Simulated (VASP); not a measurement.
# W in VASP: a series of runs

Runs on W. Level: PBEsol. Tasks: single point.

Everything below comes from runs of VASP 6.6.1. Logs are shortened: lines on timing, memory, paths and dates and some standing lists are left out, and cuts for length are marked.

**1. The cell of the first run**

The structure is orthorhombic, space group Immm (No. 71). Conventional cell: a = 2.686 Å, b = 2.969 Å, c = 3.998 Å, α = 90.00°, β = 90.00°, γ = 90.00°. Within 3.5 Å of W (site symmetry mmm) lie 12 W at 2.69 to 2.97 Å.

**2. Single point, PBEsol (engineering shear strain xz -0.1000, normal strain along z +0.0000)**

Contents of INCAR:

```
SYSTEM = W
PREC = Accurate
ENCUT = 500
EDIFF = 1E-6
ISMEAR = 0
SIGMA = 0.15
LREAL = .FALSE.
LASPH = .TRUE.
NELM = 120
ALGO = Normal
ISIF = 2
LWAVE = .FALSE.
LCHARG = .FALSE.
GGA = PS
NBANDS = 13
GGA_COMPAT = .FALSE.
```

Contents of KPOINTS:

```
regular mesh
0
G
  20 20 20
  0 0 0
```

Contents of POSCAR:

```
W
1.0
   -0.0999563461      1.9991269217      1.9991269217
    1.8991705756      0.0000000000      1.8991705756
    1.9991269217      1.9991269217     -0.0999563461
W
1
Direct
    0.0000000000      0.0000000000      0.0000000000
```

Potentials or basis: VASP PAW PBE potentials, release 64 (W_sv).

On the command line:

```
$ cat potpaw_PBE.64/W_sv/POTCAR > POTCAR
$ mpirun -np 1 vasp_std > vasp.out
```

OUTCAR:

```text
SYSTEM = W
   PREC = Accurate
   ENCUT = 500
   EDIFF = 1E-6
   ISMEAR = 0
   LREAL = .FALSE.
   LASPH = .TRUE.
   NELM = 120
   ISIF = 2
   GGA = PS

 ion  position               nearest neighbor table
   1  0.000  0.000  0.000-

  LATTYP: Found a body centered orthorhombic cell.
 ALAT       =     2.6858327853
 B/A-ratio  =     1.1052631579
 C/A-ratio  =     1.4886458551

  Lattice vectors:

 A1 = (   1.9991269217,  -1.9991269217,  -0.0999563461)
 A2 = (  -1.9991269217,  -1.9991269217,   0.0999563461)
 A3 = (   0.0999563461,   1.9991269217,  -1.9991269217)

Analysis of symmetry for initial positions (statically):
=====================================================================
 Subroutine PRICEL returns:
 Original cell was already a primitive cell.

 Routine SETGRP: Setting up the symmetry group for a
 body centered orthorhombic supercell.

 Subroutine GETGRP returns: Found  8 space group operations
 (whereof  8 operations were pure point group operations)
 out of a pool of  8 trial point group operations.

The static configuration has the point symmetry D_2h.

Analysis of symmetry for dynamics (positions and initial velocities):
=====================================================================
 Subroutine PRICEL returns:
 Original cell was already a primitive cell.

 Routine SETGRP: Setting up the symmetry group for a
 body centered orthorhombic supercell.

 Subroutine GETGRP returns: Found  8 space group operations
 (whereof  8 operations were pure point group operations)
 out of a pool of  8 trial point group operations.

The dynamic configuration has the point symmetry D_2h.

 Subroutine INISYM returns: Found  8 space group operations
 (whereof  8 operations are pure point group operations),
 and found     1 'primitive' translations

----------------------------------------------------------------------------------------

                                     Primitive cell

  volume of cell :      15.9391

  direct lattice vectors                    reciprocal lattice vectors
    -0.099956346  1.999126922  1.999126922    -0.238199221  0.250109182  0.238199221
     1.899170576  0.000000000  1.899170576     0.263272824 -0.250109182  0.263272824
     1.999126922  1.999126922 -0.099956346     0.238199221  0.250109182 -0.238199221
[... 87 lines left out ...]
   NFREE  =      0    steps in history (QN), initial steepest desc. (CG)
   ISIF   =      2    stress and relaxation
   ISYM   =      2    0-nonsym 1-usesym 2-fastsym
   POTIM  = 0.5000    time-step for ionic-motion
   TEBEG  =    0.0;   TEEND  =   0.0 temperature during run
   PSTRESS=    0.0 pullay stress
   NELECT =      14.0000    total number of electrons
   NUPDOWN=      -1.0000    fix difference up-down
   EMIN   =  10.00;   EMAX   =-10.00  energy-range for DOS
   EFERMI =   0.00;   METHOD = LEGACY
   ISMEAR =     0;   SIGMA  =   0.15  broadening in eV -4-tet -1-fermi 0-gaus
   EFERMI_NEDOS =   21; number of points for ismear=-14 and -15
   IALGO  =     38    algorithm
   IMIX   =      4    mixing-type and parameters
     AMIX     =   0.40;   BMIX     =  1.00
     AMIX_MAG =   1.60;   BMIX_MAG =  1.00
  volume/ion in A,a.u.               =      15.94       107.56
  Fermi-wavevector in a.u.,A,eV,Ry     =   1.567820  2.962750 33.443927  2.458059
  Thomas-Fermi vector in A             =   2.669943
   LORBIT       =      0    0 simple, 1 ext, 2 COOP (PROOUT), +10 PAW based schemes
   GGA     = PS    functional components
   LHFCALC =     F    Hartree Fock is set to
   AEXX    =    0.0000 exact exchange contribution
   IVDW    =     0    specifies the selected vdW correction
   LEPSILON=     F    determine dielectric tensor
   LRPA    =     F    only Hartree local field effects (RPA)
 non-spin polarized calculation
 Gauss-broadening in eV      SIGMA  =   0.15
  energy-cutoff  :      500.00
  volume of cell :       15.94
 maximum number of plane-waves:       415
 NGX is ok and might be reduce to    24
   NGX = 11   NGY =  9   NGZ = 11

 number of electron      14.0000001 magnetization

 Free energy of the ion-electron system (eV)
  ---------------------------------------------------
  ext. energy  EPLUGINS =         0.00000000
  ---------------------------------------------------
  free energy    TOTEN  =       -13.34351997 eV

  energy without entropy =      -13.33371621  energy(sigma->0) =      -13.33861809

 E-fermi :  10.8624     XC(G=0): -13.7148

 val. band max:       10.8592074375   @ k =   0.3500  -0.0500   0.3000
 cond. band min:      10.8642335685   @ k =  -0.3000  -0.4000   0.0500
 fundamental gap:      0.0050261310
 Fermi energy:        10.8624328898

 k-point     1 :       0.0000    0.0000    0.0000
  band No.  band energies     occupation
      1     -62.8761      2.00000
      2     -26.5791      2.00000
      3     -26.4807      2.00000
      4     -26.2818      2.00000
      5       1.5766      2.00000
      6       9.2269      2.00000
      7       9.8501      2.00000
      8      11.1162      0.01673
      9      13.5001      0.00000
     10      13.5096      0.00000
     11      23.5496      0.00000
     12      27.7382      0.00000
     13      29.0152      0.00000
[... 354 lines left out ...]
  band No.  band energies     occupation
      1     -62.7791      2.00000
      2     -27.6234      2.00000
      3     -26.6020      2.00000
      4     -26.4623      2.00000
      5       4.9340      2.00000
      6       9.4784      2.00000
      7      10.1618      2.00000
      8      10.8693      0.94835
      9      14.6941      0.00000
     10      16.2249      0.00000
     11      21.4749      0.00000
     12      24.4862      0.00000
     13      30.0727      0.00000

 [... further k-points ...]

------------------------ aborting loop because EDIFF is reached ----------------------------------------

  FORCE on cell =-STRESS in cart. coord.  units (eV):
  Direction    XX          YY          ZZ          XY          YZ          ZX
  --------------------------------------------------------------------------------------
  -------------------------------------------------------------------------------------
  Total        0.1672564      0.5662550      0.1672564     -0.0000000      0.0000000     -0.1825522
  in kB       16.8123857     56.9191805     16.8123857     -0.0000000      0.0000000    -18.3499010
  external PRESSURE =      30.1813173 kB  Pullay stress =       0.0000000 kB

 VOLUME and BASIS-vectors are now :
 -----------------------------------------------------------------------------
  energy-cutoff  :      500.00
  volume of cell :       15.94
      direct lattice vectors                 reciprocal lattice vectors
    -0.099956346  1.999126922  1.999126922    -0.238199221  0.250109182  0.238199221
     1.899170576  0.000000000  1.899170576     0.263272824 -0.250109182  0.263272824
     1.999126922  1.999126922 -0.099956346     0.238199221  0.250109182 -0.238199221

 POSITION                                       TOTAL-FORCE (eV/Angst)
 -----------------------------------------------------------------------------------
      0.00000      0.00000      0.00000         0.000000      0.000000      0.000000
 -----------------------------------------------------------------------------------
    total drift:                                0.000000     -0.000000      0.000000

  FREE ENERGIE OF THE ION-ELECTRON SYSTEM (eV)
  ---------------------------------------------------
  free  energy   TOTEN  =       -13.3435199722 eV

  energy  without entropy=      -13.3337162114  energy(sigma->0) =      -13.33861809
```

stdout:

```text
POSCAR found type information on POSCAR W
 POSCAR found :  1 types and       1 ions
 scaLAPACK will be used
 -----------------------------------------------------------------------------
|                                                                             |
|                                                                             |
|     You enforced a specific xc type in the INCAR file but a different       |
|     I HOPE YOU KNOW WHAT YOU ARE DOING!                                     |
|                                                                             |
 -----------------------------------------------------------------------------

 LDA part: xc-table for (Slater+PW92), standard interpolation
 POSCAR, INCAR and KPOINTS ok, starting setup
 FFT: planning ... GRIDC
 FFT: planning ... GRID_SOFT
 FFT: planning ... GRID
 WAVECAR not read
 entering main loop
```

Run time: 51 s. Hardware: 1 thread of Intel Xeon 6975P-C (Granite Rapids), shared host; peak memory 0.31 GiB.

Results:

```yaml
Free_energy: -13.3435 eV
Pressure: 3.0 GPa
Band_gap_on_the_k_mesh: zero (bands 7 and 8 overlap by 4.11 eV)
```

Stress tensor (GPa, compression positive):
```
 1.68  0.00 -1.83
 0.00  5.69  0.00
-1.83  0.00  1.68
```

Caveat: the cell differs from its parent crystal (engineering shear strain xz -0.1000, normal strain along z +0.0000); the cell stands under pressure; the PAW data sets were made with another functional, which shifts forces and pressure a little; spin-orbit coupling is left out, which moves the levels of the heavy elements.

**3. Single point, PBEsol (engineering shear strain xz -0.3000, normal strain along z -0.0500)**

Contents of INCAR:

```
ALGO = Normal
EDIFF = 1E-6
ENCUT = 500
GGA = PS
GGA_COMPAT = False
ISIF = 2
ISMEAR = 0
LASPH = True
LCHARG = False
LREAL = False
LWAVE = False
NBANDS = 13
NELM = 120
PREC = Accurate
SIGMA = 0.15
```

Contents of KPOINTS:

```
k-points
0
Gamma
  20 20 20
```

Contents of POSCAR:

```
W
1.0
   -0.2998690383      1.9991269217      1.8991705756
    1.6992578834      0.0000000000      1.5993015374
    1.9991269217      1.9991269217     -0.2998690383
W
1
Direct
    0.0000000000      0.0000000000      0.0000000000
```

Potentials or basis: VASP PAW PBE potentials, release 64 (W_sv).

On the command line:

```
$ cat potpaw_PBE.64/W_sv/POTCAR > POTCAR
$ mpirun -np 1 vasp_std > vasp.out
```

Run time: 3.1 min. Hardware: 1 thread of Intel Xeon Platinum 8559C (Emerald Rapids), shared host; peak memory 0.44 GiB.

Results (log left out):

- Free energy: -12.6904 eV
- Pressure: 47.5 GPa
- Band gap on the k mesh: zero (bands 7 and 8 overlap by 4.84 eV)

Stress tensor (GPa, compression positive):
```
60.12  0.00 61.25
 0.00 27.52  0.00
61.25  0.00 54.77
```

Levels at points of the mesh, in eV from the Fermi level:
| k point | band 4 | band 5 | band 6 | band 7 | band 8 | band 9 | band 10 | band 11 |
| --- | --- | --- | --- | --- | --- | --- | --- | --- |
| (0.00, 0.00, 0.00) | -36.50 | -9.91 | -3.82 | -3.57 | 2.70 | 2.86 | 4.17 | 12.14 |
| (0.50, 0.00, 0.00) | -36.63 | -6.88 | -3.79 | -0.94 | 2.10 | 2.70 | 6.73 | 9.60 |
| (0.00, 0.50, 0.00) | -37.75 | -6.63 | -4.03 | 0.00 | 2.50 | 3.74 | 5.87 | 11.74 |
| (0.50, 0.50, 0.00) | -38.00 | -6.78 | -6.03 | 3.01 | 4.43 | 5.18 | 7.14 | 11.52 |
| (0.50, 0.00, 0.50) | -36.77 | -6.83 | -6.10 | 2.72 | 5.89 | 6.27 | 6.96 | 8.08 |
| (0.00, 0.50, 0.50) | -37.82 | -6.75 | -5.75 | 3.35 | 3.81 | 4.45 | 6.05 | 11.76 |

Caveat: the cell differs from its parent crystal (engineering shear strain xz -0.3000, normal strain along z -0.0500); the stress differs along the axes, from 28 to 60 GPa; the PAW data sets were made with another functional, which shifts forces and pressure a little; spin-orbit coupling is left out, which moves the levels of the heavy elements.
